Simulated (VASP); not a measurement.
# GaC2: relaxation of cell and atoms with PBE

GaC2:

```xyz
6
Lattice="2.8540 0.0000 0.0000 0.0000 2.8540 0.0000 0.0000 0.0000 8.0166" Properties=species:S:1:pos:R:3 pbc="T T T"
Ga    0.0000    1.4270    5.2255
Ga    1.4270    0.0000    2.7911
C     0.0000    0.0000    0.0000
C     1.4270    1.4270    0.0000
C     0.0000    1.4270    2.9287
C     1.4270    0.0000    5.0878
```

| Item | Value |
| --- | --- |
| Program | VASP 6.6.1 |
| Task | relaxation of cell and atoms |
| Functional | PBE |
| Potentials or basis | VASP PAW PBE potentials, release 64 (Ga_d, C) |
| Cutoff | 600 eV |
| k mesh | 14 × 14 × 6 |
| Occupations | gaussian, width 0.1 eV |
| Spin | no spin polarisation |
| Dipole correction | no |
| Further INCAR settings | ALGO = Normal; EDIFF = 1e-06; IBRION = 2; EDIFFG = -0.01; NSW = 100; ISIF = 3 |

```json
{"Relaxed volume": "11.03 Å³/atom", "Relaxed cell": "a = 2.845 Å, b = 2.845 Å, c = 8.176 Å, α = 90.00°, β = 90.00°, γ = 90.00°", "Space group after relaxing (to 0.1 Å)": "P4/nmm (No. 129)", "Energy gained by relaxing": "0.8 meV/atom", "Ionic steps": "21", "Pressure after relaxing": "0.0 GPa", "Largest force after relaxing": "0.008 eV/Å", "Band gap on the k mesh": "zero (bands 21 and 22 overlap by 3.57 eV)"}
```

Forces in eV/Å, atoms in the order of the input:
```
Ga   0.000  0.000 -0.008
Ga   0.000  0.000  0.008
C    0.000  0.000  0.000
C    0.000  0.000  0.000
C    0.000  0.000 -0.001
C    0.000  0.000  0.001
```

The path:
```tsv
step	energy change (eV)	largest force (eV/Å)	pressure (GPa)	volume (Å³)
1	0.0000	0.0685	-0.75	65.30
2	-0.0014	0.0610	0.55	64.82
3	-0.0016	0.0630	0.16	64.94
4	-0.0016	0.0628	0.27	64.92
5	-0.0022	0.0531	0.25	64.99
6	-0.0034	0.0222	0.23	65.17
7	-0.0035	0.0454	0.23	65.55
8	-0.0038	0.0258	0.20	65.38
9	-0.0039	0.0372	-0.35	65.67
10	-0.0040	0.0329	-0.12	65.55
11	-0.0042	0.0273	-0.13	65.61
12	-0.0047	0.0114	-0.07	65.80
13	-0.0047	0.0292	-0.03	66.19
14	-0.0048	0.0145	-0.04	65.97
15	-0.0049	0.0149	0.25	65.94
16	-0.0049	0.0150	0.11	65.95
17	-0.0050	0.0122	0.03	66.05
18	-0.0050	0.0119	-0.03	66.10
19	-0.0050	0.0220	-0.11	66.21
20	-0.0050	0.0158	-0.03	66.14
21	-0.0051	0.0081	-0.03	66.16
```

Final structure:
```cif
data_structure
_symmetry_space_group_name_H-M 'P 1'
_symmetry_Int_Tables_number 1
_cell_length_a 2.8448
_cell_length_b 2.8448
_cell_length_c 8.1755
_cell_angle_alpha 90.000
_cell_angle_beta 90.000
_cell_angle_gamma 90.000
_cell_volume 66.16
loop_
_atom_site_label
_atom_site_type_symbol
_atom_site_fract_x
_atom_site_fract_y
_atom_site_fract_z
_atom_site_occupancy
Ga1 Ga 0.00000 0.50000 0.64791 1
Ga2 Ga 0.50000 0.00000 0.35209 1
C1 C 0.00000 0.00000 0.00000 1
C2 C 0.50000 0.50000 0.00000 1
C3 C 0.00000 0.50000 0.36910 1
C4 C 0.50000 0.00000 0.63090 1
```

Levels at points of the mesh, in eV from the Fermi level:
| k point | band 18 | band 19 | band 20 | band 21 | band 22 | band 23 | band 24 | band 25 |
| --- | --- | --- | --- | --- | --- | --- | --- | --- |
| (0.00, 0.00, 0.00) | -1.36 | -1.36 | -1.22 | -0.13 | -0.13 | 0.06 | 4.02 | 4.69 |
| (0.50, 0.00, 0.00) | -1.17 | -0.66 | -0.66 | 1.53 | 1.53 | 1.74 | 1.74 | 4.32 |
| (0.50, 0.50, 0.00) | -5.91 | -4.77 | -4.77 | -2.02 | -2.02 | 0.68 | 0.68 | 1.49 |
| (0.00, 0.00, 0.50) | -1.41 | -1.41 | -1.22 | -0.98 | -0.11 | -0.11 | 4.01 | 4.84 |
| (0.50, 0.00, 0.50) | -2.13 | 0.58 | 0.58 | 1.55 | 1.55 | 1.73 | 1.73 | 4.31 |
| (0.50, 0.50, 0.50) | -5.93 | -4.66 | -4.66 | -1.91 | -1.91 | 0.58 | 0.58 | 1.25 |

Run time: 18 min on 1 thread of Intel(R) Xeon(R) 6975P-C (Granite Rapids), with other jobs on the host, peak memory 0.38 GiB.
